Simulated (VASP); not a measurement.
Runs of VASP 6.6.1 on CsH. The structure is that of space group I4/mmm (No. 139), or close to it. The cells are those of the table. 

| cell | gap on the mesh (eV) | pressure (GPa) |
| --- | --- | --- |
| a = 4.454, b = 4.454, c = 4.636 Å, angles 58.6, 58.6, 62.7°, 2 atoms | 2.62 | 0.2 |
| a = 5.021, b = 5.021, c = 3.939 Å, angles 66.9, 66.9, 46.2°, 2 atoms | 2.05 | 3.4 |
| a = 4.389, b = 4.389, c = 5.205 Å, angles 53.6, 53.6, 72.7°, 2 atoms | 1.25 | (b) |
| a = 4.919, b = 4.919, c = 4.017 Å, angles 65.9, 65.9, 48.2°, 2 atoms | 2.19 | 2.5 |
| a = 4.686, b = 4.686, c = 4.243 Å, angles 63.1, 63.1, 53.8°, 2 atoms | 2.51 | 0.8 |
| a = 4.417, b = 4.417, c = 4.759 Å, angles 57.4, 57.4, 65.2°, 2 atoms | (a) | 0.8 |
| a = 4.392, b = 4.392, c = 4.898 Å, angles 56.1, 56.1, 67.8°, 2 atoms | 2.26 | 1.9 |
| a = 4.480, b = 4.480, c = 4.570 Å, angles 59.3, 59.3, 61.3°, 2 atoms | 2.65 | 0.1 |

Alike in all rows: task single point; level r2SCAN; potentials or basis VASP PAW PBE potentials, release 64 (Cs_sv, H); no spin polarisation; k mesh 8 × 8 × 8; cutoff (eV) 520; smearing gaussian 0.05 eV.

Question: Fill in the values left out.

Answer: (a) 2.50; (b) 6.3.

Caveats: the PAW data sets were made with another functional, which shifts forces and pressure a little; spin-orbit coupling is left out, which moves the levels of the heavy elements.

A k mesh can miss the band edges, and the runs leave out spin-orbit coupling on Cs.
